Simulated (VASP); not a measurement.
Crystal: CsBr2.

```
CELL_PARAMETERS angstrom
0.00000 3.71513 3.71513
3.71513 0.00000 3.71513
3.71513 3.71513 0.00000
ATOMIC_POSITIONS crystal
Cs 0.00000 0.00000 0.00000
Br 0.25000 0.25000 0.25000
Br 0.75000 0.75000 0.75000
```

| Item | Value |
| --- | --- |
| Program | VASP 6.6.1 |
| Task | relaxation of cell and atoms |
| Functional | PBE |
| Potentials or basis | VASP PAW PBE potentials, release 64 (Cs_sv, Br) |
| Cutoff | 600 eV |
| k mesh | 4 × 4 × 4 |
| Occupations | gaussian, width 0.1 eV |
| Spin | no spin polarisation |

At the start: pressure 8.2 GPa; volume 34.18 Å³/atom.

Q: Where does the relaxation end?

A: Over 5 steps the energy falls by 290.0 meV/atom and the volume is 51.90 Å³/atom (+51.8 %); space group Fm-3m (No. 225, to 0.05 Å).

The path:
| step | energy change (eV) | largest force (eV/Å) | pressure (GPa) | volume (Å³) |
| --- | --- | --- | --- | --- |
| 1 | 0.0000 | 0.0000 | 8.18 | 102.55 |
| 2 | -0.7626 | 0.0000 | 1.77 | 130.71 |
| 3 | -0.8495 | 0.0000 | 0.65 | 142.65 |
| 4 | -0.8440 | 0.0000 | -0.52 | 168.66 |
| 5 | -0.8700 | 0.0000 | -0.09 | 155.70 |

Final structure:
```cif
data_structure
_symmetry_space_group_name_H-M 'P 1'
_symmetry_Int_Tables_number 1
_cell_length_a 6.0386
_cell_length_b 6.0386
_cell_length_c 6.0386
_cell_angle_alpha 60.000
_cell_angle_beta 60.000
_cell_angle_gamma 60.000
_cell_volume 155.70
loop_
_atom_site_label
_atom_site_type_symbol
_atom_site_fract_x
_atom_site_fract_y
_atom_site_fract_z
_atom_site_occupancy
Cs1 Cs 0.00000 0.00000 0.00000 1
Br1 Br 0.25000 0.25000 0.25000 1
Br2 Br 0.75000 0.75000 0.75000 1
```

Caveat: the k points lie up to 0.32 Å⁻¹ apart in the final cell; the volume moved by over 15 % at a fixed basis, so the end points are rough; an odd number of electrons without spin polarisation forces a metal; a magnetic or distorted state may lie lower.
